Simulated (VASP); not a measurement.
Wanted: the native input for a VASP 6.6.1 run.

```
Task                   : single point
Functional             : LDA
Potentials or basis    : VASP PAW LDA potentials, release 64 (Cd_sv_GW, S)
Cutoff                 : 630 eV
k mesh                 : 10 × 10 × 6
Occupations            : fermi-dirac, width 0.1 eV
Spin                   : no spin polarisation
Dipole correction      : no
Further INCAR settings : ALGO = Normal; EDIFF = 1e-06; NBANDS = 30
```

The structure of Cd2S lies in POSCAR:

```
Cd2S
1.0
    3.4954076776      0.0000000000      0.0000000000
   -1.7477038388      3.0271118454      0.0000000000
    0.0000000000      0.0000000000      5.6408479237
Cd S
2 1
Direct
    0.6666666667      0.3333333333      0.5949471237
    0.3333333333      0.6666666667      0.9329625615
    0.3333333333      0.6666666667      0.3492473147
```

One way to write it, as run:

INCAR

```
SYSTEM = Cd2S
PREC = Accurate
ENCUT = 630
EDIFF = 1E-6
ISMEAR = -1
SIGMA = 0.1
LREAL = .False.
LASPH = .True.
NELM = 120
ALGO = Normal
ISIF = 2
LWAVE = .False.
LCHARG = .False.
NBANDS = 30
GGA_COMPAT = .False.
```

KPOINTS

```
regular mesh
0
Gamma
  10 10 6
  0 0 0
```

Potentials or basis: VASP PAW LDA potentials, release 64 (Cd_sv_GW, S).

Launch:

```bash
$ cat potpaw_LDA.64/Cd_sv_GW/POTCAR potpaw_LDA.64/S/POTCAR > POTCAR
$ mpirun -np 1 vasp_std > vasp.out
```

Results of the run:

The pressure is 10.0 GPa and the largest force is 0.005 eV/Å. The band gap on the k mesh is zero (bands 23 and 24 overlap by 0.15 eV).

Caveat: the cell stands under pressure; semilocal functionals underestimate gaps, and a narrow one can read as zero.

It took 100 s on 1 thread of AMD EPYC 9R45 96-Core Processor (Zen 5), on a shared host, peak memory 0.26 GiB.
